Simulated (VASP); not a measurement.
A run of VASP 6.6.1 is set up as follows.

Contents of INCAR:

```
PREC = Accurate
ENCUT = 600
EDIFF = 1E-7
ISMEAR = -1
SIGMA = 0.1
LREAL = F
LASPH = T
NELM = 100
ALGO = Normal
ISIF = 3
LWAVE = F
LCHARG = F
GGA = B5
ALDAX = 1.0
AGGAX = 1.0
AGGAC = 1.0
ALDAC = 0.0
IBRION = 2
NSW = 80
EDIFFG = -0.01
```

Contents of KPOINTS:

```
Automatic mesh
0
Gamma
  5 5 5
```

POSCAR

```
W
1.0
    5.0830000000      0.0000000000      0.0000000000
    0.0000000000      5.0830000000      0.0000000000
    0.0000000000      0.0000000000      5.0830000000
W
8
Direct
    0.0000000000      0.0000000000      0.0000000000
    0.5000000000      0.5000000000      0.5000000000
    0.0000000000      0.5000000000      0.2500000000
    0.0000000000      0.5000000000      0.7500000000
    0.2500000000      0.0000000000      0.5000000000
    0.7500000000      0.0000000000      0.5000000000
    0.5000000000      0.7500000000      0.0000000000
    0.5000000000      0.2500000000      0.0000000000
```

Potentials or basis: VASP PAW PBE potentials, release 64 (W_sv).

Launch:

```console
$ cat potpaw_PBE.64/W_sv/POTCAR > POTCAR
$ mpirun -np 1 vasp_std > vasp.out
```

(1) Predict the space group after relaxing (to 0.1 Å).

(2) What does it give for the relaxed volume?

Answers

(1) Pm-3n (No. 223).

(2) 17.04 Å³/atom.

Caveat: the PAW data sets were made with another functional, which shifts forces and pressure a little.
